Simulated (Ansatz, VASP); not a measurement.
**Hf: VASP beside Ansatz**

File POSCAR:

```
Hf
1.0
   -1.8050000000      1.8050000000      1.8050000000
    1.8050000000     -1.8050000000      1.8050000000
    1.8050000000      1.8050000000     -1.8050000000
Hf
1
Direct
    0.0000000000      0.0000000000      0.0000000000
```

INCAR.step1

```
PREC = Accurate
ENCUT = 520
ISMEAR = -1
SIGMA = 0.05
LREAL = False
LASPH = True
NELM = 80
NBANDS = 11
GGA = PE
ALGO = Normal
EDIFF = 1E-4
LWAVE = True
LCHARG = False
```

The input INCAR.step2:

```
PREC = Accurate
ENCUT = 520
EDIFF = 1E-7
ISMEAR = -1
SIGMA = 0.05
LREAL = False
LASPH = True
NELM = 80
ALGO = Normal
ISIF = 2
LWAVE = False
LCHARG = False
METAGGA = R2SCAN
LMIXTAU = True
NBANDS = 11
ISTART = 1
```

KPOINTS

```
regular mesh
0
Gamma
  10 10 10
```

Contents of input.yaml:

```yaml
crystal:
  lattice:
    - [-1.805, 1.805, 1.805]
    - [1.805, -1.805, 1.805]
    - [1.805, 1.805, -1.805]
  atoms:
    - { symbol: Hf, position: [0.0, 0.0, 0.0] }
hamiltonian:
  xc: r2scan
  pseudopotentials: { kind: paw }
kpoints:
  mp_grid: { grid: [10, 10, 10] }
  band_path:
    path:
      - [[0.0, 0.0, 0.0], [0.5, -0.5, 0.5], [0.0, 0.0, 0.5], [0.0, 0.0, 0.0], [0.25, 0.25, 0.25], [0.5, -0.5, 0.5]]
      - [[0.25, 0.25, 0.25], [0.0, 0.0, 0.5]]
    npoints: 14
scf:
  occupations: { method: fermi_dirac, width: 0.05 }
  n_extra_bands: 6
output:
  forces: true
  stress: true
  eigenvalues: true
  fatbands: true
  write_density: true
  write_potential: true
  elf: true
  volumetric_format: npy
```

Alike in both runs: functional r2SCAN; k mesh 10 × 10 × 10; occupations fermi-dirac, width 0.05 eV; no spin polarisation.

```csv
,VASP,Ansatz
version,VASP 6.6.1,Ansatz 0.2.0
potentials or method,"VASP PAW PBE potentials, release 64 (Hf_pv)",Ansatz PAW
plane-wave cutoff (eV),520,500
valence electrons in the cell,10,26
task,single point,band structure
```

|  | VASP | Ansatz | Ansatz less VASP |
| --- | --- | --- | --- |
| gap on the k mesh at the Fermi level (eV) | none | none | - |
| pressure (GPa) | -6.0 | -5.5 | +0.48 |

VASP's potentials were made for PBE, not for r2SCAN. A gap of «none» marks a metal or a gap that the smearing closes. The functional is the same, so the differences come from potentials, cutoffs and numerics. VASP's potentials hold 10 valence electrons a cell and Ansatz's 26, so a difference there can come from the potentials and not from the codes.

Neither program's run includes spin-orbit coupling.
